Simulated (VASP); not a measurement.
# ZnS (R3m) in VASP: notebook

ZnS is run at these levels: PBE; tasks: electric field gradients.

Everything below comes from runs of VASP 6.6.1. Logs are shortened: lines on timing, memory, paths and dates and some standing lists are left out, and cuts for length are marked.

### 1 The cell of the first run

It takes space group R3m (No. 160, trigonal). Conventional cell: a = 3.806 Å, b = 3.806 Å, c = 9.463 Å, α = 90.00°, β = 90.00°, γ = 120.00°. Zn (site symmetry 3m) has 4 S at 2.33 to 2.37 Å within 3.1 Å. Within 3.1 Å of S (site symmetry 3m) lie 4 Zn at 2.33 to 2.37 Å.

### 2 Electric field gradients, PBE (equal xy, yz and zx shear strains of +1 %)

Contents of INCAR:

```
  PREC = Accurate
  ENCUT = 520
  EDIFF = 1E-8
  ISMEAR = -1
  SIGMA = 0.01
  LREAL = F
  LASPH = T
  NELM = 60
  ALGO = Normal
  ISIF = 2
  LWAVE = F
  LCHARG = F
  GGA = PE
  LEFG = T
  NBANDS = 16
```

Contents of KPOINTS:

```
regular mesh
0
Gamma
  8 8 8
```

Contents of POSCAR:

```
ZnS
1.0
    0.0270465000      2.7181732500      2.7181732500
    2.7181732500      0.0270465000      2.7181732500
    2.7181732500      2.7181732500      0.0270465000
Zn S
1 1
Direct
    0.0000000000      0.0000000000      0.0000000000
    0.7500000000      0.7500000000      0.7500000000
```

Potentials or basis: VASP PAW PBE potentials, release 64 (Zn, S).

Run with:

```console
> cat potpaw_PBE.64/Zn/POTCAR potpaw_PBE.64/S/POTCAR > POTCAR
> mpirun -np 1 vasp_std > vasp.out
```

OUTCAR:

```text
PREC = Accurate
   ENCUT = 520
   EDIFF = 1E-8
   ISMEAR = -1
   LREAL = F
   LASPH = T
   NELM = 60
   ISIF = 2
   GGA = PE

 ion  position               nearest neighbor table
   1  0.000  0.000  0.000-   2 2.33   2 2.33   2 2.33   2 2.37
   2  0.750  0.750  0.750-   1 2.33   1 2.33   1 2.33   1 2.37

  LATTYP: Found a trigonal (rhomboedric) cell.
 ALAT       =     3.8441726219
 COS(alpha) =     0.5099250056

  Lattice vectors:

 A1 = (   0.0270465000,   2.7181732500,   2.7181732500)
 A2 = (   2.7181732500,   0.0270465000,   2.7181732500)
 A3 = (   2.7181732500,   2.7181732500,   0.0270465000)

Analysis of symmetry for initial positions (statically):
=====================================================================
 Subroutine PRICEL returns:
 Original cell was already a primitive cell.

 Routine SETGRP: Setting up the symmetry group for a
 trigonal (rhombohedral) supercell.

 Subroutine GETGRP returns: Found  6 space group operations
 (whereof  6 operations were pure point group operations)
 out of a pool of 12 trial point group operations.

The static configuration has the point symmetry C_3v.

Analysis of symmetry for dynamics (positions and initial velocities):
=====================================================================
 Subroutine PRICEL returns:
 Original cell was already a primitive cell.

 Routine SETGRP: Setting up the symmetry group for a
 trigonal (rhombohedral) supercell.

 Subroutine GETGRP returns: Found  6 space group operations
 (whereof  6 operations were pure point group operations)
 out of a pool of 12 trial point group operations.

The dynamic configuration has the point symmetry C_3v.

 Subroutine INISYM returns: Found  6 space group operations
 (whereof  6 operations are pure point group operations),
 and found     1 'primitive' translations

----------------------------------------------------------------------------------------

                                     Primitive cell

  volume of cell :      39.5668

  direct lattice vectors                    reciprocal lattice vectors
     0.027046500  2.718173250  2.718173250    -0.186715563  0.184876001  0.184876001
     2.718173250  0.027046500  2.718173250     0.184876001 -0.186715563  0.184876001
     2.718173250  2.718173250  0.027046500     0.184876001  0.184876001 -0.186715563

  length of vectors
     3.844172622  3.844172622  3.844172622     0.321280210  0.321280210  0.321280210

  position of ions in fractional coordinates (direct lattice)
     0.000000000  0.000000000  0.000000000
     0.750000000  0.750000000  0.750000000

  ion indices of the primitive-cell ions
   primitive index   ion index
                 1           1
                 2           2

----------------------------------------------------------------------------------------

 KPOINTS: regular mesh

Automatic generation of k-mesh.
 Grid dimensions read from file:
 generate k-points for:    8    8    8

 Generating k-lattice:

  Cartesian coordinates                     Fractional coordinates (reciprocal lattice)
    -0.023339445  0.023109500  0.023109500     0.125000000 -0.000000000 -0.000000000
     0.023109500 -0.023339445  0.023109500    -0.000000000  0.125000000 -0.000000000
     0.023109500  0.023109500 -0.023339445    -0.000000000 -0.000000000  0.125000000

  Length of vectors
     0.040160026  0.040160026  0.040160026

  Shift w.r.t. Gamma in fractional coordinates (k-lattice)
     0.000000000  0.000000000  0.000000000

 Subroutine IBZKPT returns following result:
 ===========================================

 Found     65 irreducible k-points:

 Following reciprocal coordinates:
            Coordinates               Weight
  0.000000  0.000000  0.000000      1.000000
  0.125000 -0.000000 -0.000000      6.000000
  0.250000 -0.000000 -0.000000      6.000000
  0.375000 -0.000000 -0.000000      6.000000
  0.500000 -0.000000 -0.000000      3.000000
  0.125000  0.125000 -0.000000      6.000000
[... 16 lines left out ...]
  0.250000  0.125000  0.125000      6.000000
  0.375000  0.125000  0.125000      6.000000
 [... further k-points ...]
   k-points           NKPTS =     65   k-points in BZ     NKDIM =     65   number of bands    NBANDS=     16
   number of dos      NEDOS =    301   number of ions     NIONS =      2
   total plane-waves  NPLWV =  27000
   dimension x,y,z NGX =    30 NGY =   30 NGZ =   30
   dimension x,y,z NGXF=    60 NGYF=   60 NGZF=   60
   ions per type =               1   1
   NGX,Y,Z   is equivalent  to a cutoff of  12.97, 12.97, 12.97 a.u.
   NGXF,Y,Z  is equivalent  to a cutoff of  25.95, 25.95, 25.95 a.u.
 SYSTEM =  unknown system
   PREC   = accura    normal or accurate (medium, high low for compatibility)
   ISTART =      0    job   : 0-new  1-cont  2-samecut
   ICHARG =      2    charge: 1-file 2-atom 10-const
   ISPIN  =      1    spin polarized calculation?
   LNONCOLLINEAR =      F non collinear calculations
   LSORBIT =      F    spin-orbit coupling
   LASPH  =      T    aspherical Exc in radial PAW
   ENCUT  =  520.0 eV  38.22 Ry    6.18 a.u.   7.15  7.15  7.15*2*pi/ulx,y,z
   NELM   =     60;   NELMIN=  2; NELMDL= -5     # of ELM steps
   EDIFF  = 0.1E-07   stopping-criterion for ELM
   LREAL  =      F    real-space projection
   EDIFFG = 0.1E-06   stopping-criterion for IOM
   NSW    =      0    number of steps for IOM
   IBRION =     -1    ionic relax: 0-MD 1-quasi-New 2-CG
   NFREE  =      0    steps in history (QN), initial steepest desc. (CG)
   ISIF   =      2    stress and relaxation
   ISYM   =      2    0-nonsym 1-usesym 2-fastsym
   POTIM  = 0.5000    time-step for ionic-motion
   TEBEG  =    0.0;   TEEND  =   0.0 temperature during run
   PSTRESS=    0.0 pullay stress
   NELECT =      18.0000    total number of electrons
   NUPDOWN=      -1.0000    fix difference up-down
   EMIN   =  10.00;   EMAX   =-10.00  energy-range for DOS
   EFERMI =   0.00;   METHOD = LEGACY
   ISMEAR =    -1;   SIGMA  =   0.01  broadening in eV -4-tet -1-fermi 0-gaus
   EFERMI_NEDOS =   21; number of points for ismear=-14 and -15
   IALGO  =     38    algorithm
   IMIX   =      4    mixing-type and parameters
     AMIX     =   0.40;   BMIX     =  1.00
     AMIX_MAG =   1.60;   BMIX_MAG =  1.00
  volume/ion in A,a.u.               =      19.78       133.50
  Fermi-wavevector in a.u.,A,eV,Ry     =   1.259086  2.379328 21.569285  1.585298
  Thomas-Fermi vector in A             =   2.392663
   LORBIT       =      0    0 simple, 1 ext, 2 COOP (PROOUT), +10 PAW based schemes
   GGA     = PE    functional components
   LHFCALC =     F    Hartree Fock is set to
   AEXX    =    0.0000 exact exchange contribution
   IVDW    =     0    specifies the selected vdW correction
   LEPSILON=     F    determine dielectric tensor
   LRPA    =     F    only Hartree local field effects (RPA)
 non-spin polarized calculation
  energy-cutoff  :      520.00
  volume of cell :       39.57
 maximum number of plane-waves:      1077
 NGX is ok and might be reduce to    30
   NGX = 15   NGY = 15   NGZ = 15

 number of electron      18.0000013 magnetization

 Free energy of the ion-electron system (eV)
  ---------------------------------------------------
  ext. energy  EPLUGINS =         0.00000000
  ---------------------------------------------------
  free energy    TOTEN  =        -6.84577084 eV

  energy without entropy =       -6.84577084  energy(sigma->0) =       -6.84577084

 E-fermi :   2.3774     XC(G=0):  -9.6163

 val. band max:        2.0985247995   @ k =   0.0000   0.0000   0.0000
 cond. band min:       4.1792569273   @ k =   0.0000   0.0000   0.0000
 fundamental gap:      2.0807321278
 Fermi energy:         2.3774310228

 k-point     1 :       0.0000    0.0000    0.0000
  band No.  band energies     occupation
      1     -11.0408      2.00000
      2      -4.2515      2.00000
      3      -4.2515      2.00000
      4      -4.2406      2.00000
      5      -3.7529      2.00000
      6      -3.7529      2.00000
[... 8 lines left out ...]
     15      13.8416      0.00000
     16      13.9370      0.00000

 k-point     2 :       0.1250   -0.0000   -0.0000
  band No.  band energies     occupation
      1     -10.9234      2.00000
      2      -4.2501      2.00000
      3      -4.2300      2.00000
      4      -4.2199      2.00000
      5      -3.7551      2.00000
      6      -3.7544      2.00000
[... 8 lines left out ...]
     15      13.2630      0.00000
     16      14.7272      0.00000
[... 387 lines left out ...]
      5      -3.7672      2.00000
      6      -3.7414      2.00000
[... 8 lines left out ...]
     15      13.4512      0.00000
     16      15.8006      0.00000

 k-point    24 :       0.3750    0.1250    0.1250
  band No.  band energies     occupation
      1     -10.4252      2.00000
      2      -4.1548      2.00000
      3      -4.1518      2.00000
      4      -4.1321      2.00000
      5      -3.7665      2.00000
      6      -3.7243      2.00000
[... 8 lines left out ...]
     15      14.3420      0.00000
     16      15.3586      0.00000

 [... further k-points ...]
[... 5 lines left out ...]
  --------------------------------------------------------------------------------------
  -------------------------------------------------------------------------------------
  Total        0.3871769      0.3871769      0.3871769     -0.1665209     -0.1665209     -0.1665209
  in kB       15.6779505     15.6779505     15.6779505     -6.7429282     -6.7429282     -6.7429282
  external PRESSURE =      15.6779505 kB  Pullay stress =       0.0000000 kB

 VOLUME and BASIS-vectors are now :
 -----------------------------------------------------------------------------
  energy-cutoff  :      520.00
  volume of cell :       39.57
      direct lattice vectors                 reciprocal lattice vectors
     0.027046500  2.718173250  2.718173250    -0.186715563  0.184876001  0.184876001
     2.718173250  0.027046500  2.718173250     0.184876001 -0.186715563  0.184876001
     2.718173250  2.718173250  0.027046500     0.184876001  0.184876001 -0.186715563

 POSITION                                       TOTAL-FORCE (eV/Angst)
 -----------------------------------------------------------------------------------
      0.00000      0.00000      0.00000        -0.053017     -0.053017     -0.053017
      4.09754      4.09754      4.09754         0.053017      0.053017      0.053017
 -----------------------------------------------------------------------------------
    total drift:                               -0.000009     -0.000009     -0.000009

  FREE ENERGIE OF THE ION-ELECTRON SYSTEM (eV)
  ---------------------------------------------------
  free  energy   TOTEN  =        -6.8457708390 eV

  energy  without entropy=       -6.8457708390  energy(sigma->0) =       -6.84577084

 Electric field gradients (V/A^2)
---------------------------------------------------------------------
 ion       V_xx      V_yy      V_zz      V_xy      V_xz      V_yz
---------------------------------------------------------------------
   1      -0.000    -0.000    -0.000     3.127     3.127     3.127
   2      -0.000    -0.000    -0.000     1.535     1.535     1.535
---------------------------------------------------------------------

 Electric field gradients after diagonalization (V/A^2)
 (convention: |V_zz| > |V_xx| > |V_yy|)
----------------------------------------------------------------------
 ion       V_xx      V_yy      V_zz     asymmetry (V_yy - V_xx)/ V_zz
----------------------------------------------------------------------
   1      -3.127    -3.127     6.254       0.000
   2      -1.535    -1.535     3.071       0.000
----------------------------------------------------------------------

           NMR quadrupolar parameters

 Cq : quadrupolar parameter    Cq=e*Q*V_zz/h
 eta: asymmetry parameters     (V_yy - V_xx)/ V_zz
 Q  : nuclear electric quadrupole moment in mb (millibarn)
----------------------------------------------------------------------
 ion       Cq(MHz)       eta       Q (mb)
----------------------------------------------------------------------
   1       0.015       0.000       1.000
   2       0.007       0.000       1.000
----------------------------------------------------------------------
```

Wall time 78 s (1 thread of Intel Xeon 8259CL, shared host); peak memory 0.19 GiB.

Results:

- Free energy: -6.8458 eV
- Pressure: 1.6 GPa
- Largest force: 0.092 eV/Å
- Band gap on the k mesh: 2.08 eV
- Largest electric field gradient by atom: Zn +6.3; S +3.1 V/Å²

Forces on the atoms (eV/Å):
```
Zn  -0.053 -0.053 -0.053
S    0.053  0.053  0.053
```

Stress tensor (GPa, compression positive):
```
 1.57 -0.67 -0.67
-0.67  1.57 -0.67
-0.67 -0.67  1.57
```

Levels at points of the mesh, in eV from the valence-band top:
```tsv
k point	band 5	band 6	band 7	band 8	band 9	band 10	band 11	band 12	band 13	band 14
(0.00, 0.00, 0.00)	-5.85	-5.85	-0.06	0.00	0.00	2.08	6.25	6.45	6.45	11.74
(0.50, 0.00, 0.00)	-5.82	-5.64	-5.29	-0.91	-0.89	3.26	6.82	6.96	8.86	12.13
(0.50, 0.50, 0.00)	-5.78	-5.64	-4.57	-2.27	-2.18	3.39	4.06	10.92	11.94	11.94
(0.50, 0.50, 0.50)	-5.82	-5.67	-5.28	-0.82	-0.82	3.38	6.98	6.98	8.79	12.17
```

Electric field gradients, principal values (V/Å²):
| atom | least | middle | greatest (by size) |
| --- | --- | --- | --- |
| 1 Zn | -3.127 | -3.127 | 6.254 |
| 2 S | -1.535 | -1.535 | 3.071 |

Caveat: the cell differs from its parent crystal (equal xy, yz and zx shear strains of +1 %); without QUAD_EFG the Cq values of the log hold for a quadrupole moment of 1 mb, not for the nuclei.

### 3 Electric field gradients, PBE (equal xy, yz and zx shear strains of +1 %)

Contents of INCAR:

```
SYSTEM = ZnS
PREC = Accurate
ENCUT = 520
EDIFF = 1E-8
ISMEAR = -1
SIGMA = 0.01
LREAL = .False.
LASPH = .True.
NELM = 100
ALGO = Normal
ISIF = 2
LWAVE = .False.
LCHARG = .False.
GGA = PE
LEFG = .True.
NBANDS = 16
```

Contents of KPOINTS:

```
Automatic mesh
0
Gamma
  8 8 8
  0 0 0
```

POSCAR is that of step 2.

Potentials or basis: VASP PAW PBE potentials, release 64 (Zn, S).

Run with:

```console
> cat potpaw_PBE.64/Zn/POTCAR potpaw_PBE.64/S/POTCAR > POTCAR
> mpirun -np 1 vasp_std > vasp.out
```

OUTCAR:

```text
SYSTEM = ZnS
   PREC = Accurate
   ENCUT = 520
   EDIFF = 1E-8
   ISMEAR = -1
   LREAL = .False.
   LASPH = .True.
   NELM = 100
   ISIF = 2
   GGA = PE

 ion  position               nearest neighbor table
   1  0.000  0.000  0.000-   2 2.33   2 2.33   2 2.33   2 2.37
   2  0.750  0.750  0.750-   1 2.33   1 2.33   1 2.33   1 2.37

  LATTYP: Found a trigonal (rhomboedric) cell.
 ALAT       =     3.8441726219
 COS(alpha) =     0.5099250056

  Lattice vectors:

 A1 = (   0.0270465000,   2.7181732500,   2.7181732500)
 A2 = (   2.7181732500,   0.0270465000,   2.7181732500)
 A3 = (   2.7181732500,   2.7181732500,   0.0270465000)

Analysis of symmetry for initial positions (statically):
=====================================================================
 Subroutine PRICEL returns:
 Original cell was already a primitive cell.

 Routine SETGRP: Setting up the symmetry group for a
 trigonal (rhombohedral) supercell.
[... 644 lines left out ...]
  energy-cutoff  :      520.00
  volume of cell :       39.57
      direct lattice vectors                 reciprocal lattice vectors
     0.027046500  2.718173250  2.718173250    -0.186715563  0.184876001  0.184876001
     2.718173250  0.027046500  2.718173250     0.184876001 -0.186715563  0.184876001
     2.718173250  2.718173250  0.027046500     0.184876001  0.184876001 -0.186715563

 POSITION                                       TOTAL-FORCE (eV/Angst)
 -----------------------------------------------------------------------------------
      0.00000      0.00000      0.00000        -0.053017     -0.053017     -0.053017
      4.09754      4.09754      4.09754         0.053017      0.053017      0.053017
 -----------------------------------------------------------------------------------
    total drift:                               -0.000009     -0.000009     -0.000009

  FREE ENERGIE OF THE ION-ELECTRON SYSTEM (eV)
  ---------------------------------------------------
  free  energy   TOTEN  =        -6.8457708390 eV

  energy  without entropy=       -6.8457708390  energy(sigma->0) =       -6.84577084

 Electric field gradients (V/A^2)
---------------------------------------------------------------------
 ion       V_xx      V_yy      V_zz      V_xy      V_xz      V_yz
---------------------------------------------------------------------
   1      -0.000    -0.000    -0.000     3.127     3.127     3.127
   2      -0.000    -0.000    -0.000     1.535     1.535     1.535
---------------------------------------------------------------------

 Electric field gradients after diagonalization (V/A^2)
 (convention: |V_zz| > |V_xx| > |V_yy|)
----------------------------------------------------------------------
 ion       V_xx      V_yy      V_zz     asymmetry (V_yy - V_xx)/ V_zz
----------------------------------------------------------------------
   1      -3.127    -3.127     6.254       0.000
   2      -1.535    -1.535     3.071       0.000
----------------------------------------------------------------------

           NMR quadrupolar parameters

 Cq : quadrupolar parameter    Cq=e*Q*V_zz/h
 eta: asymmetry parameters     (V_yy - V_xx)/ V_zz
 Q  : nuclear electric quadrupole moment in mb (millibarn)
----------------------------------------------------------------------
 ion       Cq(MHz)       eta       Q (mb)
----------------------------------------------------------------------
   1       0.015       0.000       1.000
   2       0.007       0.000       1.000
----------------------------------------------------------------------
```

Run time: 76 s. Hardware: 1 thread of Intel Xeon 8259CL, shared host; peak memory 0.19 GiB.

Results:

* Free energy: -6.8458 eV
* Pressure: 1.6 GPa
* Largest force: 0.092 eV/Å
* Band gap on the k mesh: 2.08 eV
* Largest electric field gradient by atom: Zn +6.3; S +3.1 V/Å²

Forces on the atoms (eV/Å):
```
Zn  -0.053 -0.053 -0.053
S    0.053  0.053  0.053
```

Stress tensor (GPa, compression positive):
```
 1.57 -0.67 -0.67
-0.67  1.57 -0.67
-0.67 -0.67  1.57
```

Electric field gradients, principal values (V/Å²):
| atom | least | middle | greatest (by size) |
| --- | --- | --- | --- |
| 1 Zn | -3.127 | -3.127 | 6.254 |
| 2 S | -1.535 | -1.535 | 3.071 |

Caveat: the cell differs from its parent crystal (equal xy, yz and zx shear strains of +1 %); without QUAD_EFG the Cq values of the log hold for a quadrupole moment of 1 mb, not for the nuclei.

(Continued in part 2 of 2.)
